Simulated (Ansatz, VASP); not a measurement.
InP in VASP and in Ansatz

File POSCAR:

```
InP
1.0
    0.0000000000      2.9537876348      2.9537876348
    2.9537876348      0.0000000000      2.9537876348
    2.9537876348      2.9537876348      0.0000000000
In P
1 1
Direct
    0.0000000000      0.0000000000      0.0000000000
    0.2500000000      0.2500000000      0.2500000000
```

INCAR.step1

```
PREC = Accurate
ENCUT = 520
EDIFF = 1E-5
ISMEAR = 0
SIGMA = 0.01
LREAL = False
LASPH = True
NELM = 100
ALGO = Normal
ISIF = 2
LWAVE = True
LCHARG = False
NBANDS = 16
GGA = PE
```

INCAR.step2

```
PREC = Accurate
ENCUT = 520
EDIFF = 1E-6
ISMEAR = 0
SIGMA = 0.01
LREAL = False
LASPH = True
NELM = 100
ALGO = Normal
ISIF = 2
LWAVE = False
LCHARG = False
GGA = PE
LHFCALC = True
HFSCREEN = 0.2079
PRECFOCK = Normal
NBANDS = 16
ISTART = 1
```

The input KPOINTS:

```
Automatic mesh
0
Gamma
  6 6 6
```

Input for Ansatz:

```yaml
crystal:
  lattice:
    - [0.0, 2.9537876348, 2.9537876348]
    - [2.9537876348, 0.0, 2.9537876348]
    - [2.9537876348, 2.9537876348, 0.0]
  atoms:
    - { symbol: In, position: [0.0, 0.0, 0.0] }
    - { symbol: P, position: [0.25, 0.25, 0.25] }
kpoints:
  mp_grid: { grid: [6, 6, 6] }
  band_path:
    path:
      - [0.0, 0.0, 0.0]
      - [-0.5, -0.5, 0.0]
      - [-0.375, -0.375, 0.25]
      - [-0.375, 0.0, 0.375]
      - [0.0, 0.0, 0.5]
      - [-0.5, -0.25, 0.25]
    npoints: 1
hamiltonian:
  xc: hse06
scf:
  occupations: { method: fixed }
  n_extra_bands: 4
output:
  forces: true
  stress: true
  eigenvalues: true
  write_density: true
  write_potential: true
  elf: true
  volumetric_format: npy
```

Alike in both runs: task single point; functional HSE06; k mesh 6 × 6 × 6; no spin polarisation.

```csv
,VASP,Ansatz
version,VASP 6.6.1,Ansatz 0.2.0
potentials or method,"VASP PAW PBE potentials, release 64 (In_d, P)","plane waves, PAW"
plane-wave cutoff (eV),520,420
occupations,"gaussian, width 0.01 eV",fixed
valence electrons in the cell,18,18
```

|  | VASP | Ansatz | Ansatz less VASP |
| --- | --- | --- | --- |
| gap on the k mesh at the Fermi level (eV) | 1.35 | 1.36 | +0.004 |
| pressure (GPa) | -0.4 | -0.2 | +0.16 |

Ansatz's warnings: stress exchange threshold loose, stress scf threshold loose.
